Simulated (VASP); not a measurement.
A run of VASP 6.6.1 is set up as follows.

INCAR

```
PREC = Accurate
ENCUT = 600
EDIFF = 1E-7
ISMEAR = 0
SIGMA = 0.1
LREAL = False
LASPH = True
NELM = 200
ALGO = Normal
ISIF = 3
LWAVE = False
LCHARG = False
GGA = PE
IBRION = 2
NSW = 80
EDIFFG = -0.001
GGA_COMPAT = False
NELMIN = 4
LMAXMIX = 6
```

Contents of KPOINTS:

```
Automatic mesh
0
Gamma
  10 10 10
```

The input POSCAR:

```
DyBe
1.0
    2.3578117784     -4.0880529117      0.0000000000
    2.3578117784      4.0880529117      0.0000000000
    0.0000000000      0.0000000000      4.0321413269
Dy Be
2 2
Direct
    0.1665483723      0.8334516277      0.7500000000
    0.8334516277      0.1665483723      0.2500000000
    0.4996975833      0.5003024167      0.7500000000
    0.5003024167      0.4996975833      0.2500000000
```

Potentials or basis: VASP PAW PBE potentials, release 64 (Dy_3, Be), 4f in core.

Launch:

```console
$ cat potpaw_PBE.64/Dy_3/POTCAR potpaw_PBE.64/Be/POTCAR > POTCAR
$ mpirun -np 1 vasp_std > vasp.out
```

Question: What does it give for the space group after relaxing (to 0.1 Å)?

Answer: P6_3/mmc (No. 194).

Question: What does it give for the relaxed volume?

Answer: 19.51 Å³/atom.

Question: Predict the relaxed cell.

Answer: a = 4.726 Å, b = 4.726 Å, c = 4.037 Å, α = 90.00°, β = 90.00°, γ = 120.04°.

Final structure:
```
CELL_PARAMETERS angstrom
2.36171 -4.09373 0.00000
2.36171 4.09373 0.00000
0.00000 0.00000 4.03687
ATOMIC_POSITIONS crystal
Dy 0.16659 0.83341 0.75000
Dy 0.83341 0.16659 0.25000
Be 0.49980 0.50020 0.75000
Be 0.50020 0.49980 0.25000
```

Caveat: spin-orbit coupling is left out, which moves the levels of the heavy elements; the 4f electrons are frozen in the core, so they carry no moment and show no levels. Spin polarisation is off, so any magnetic state and its effect on volume and gap are missing.
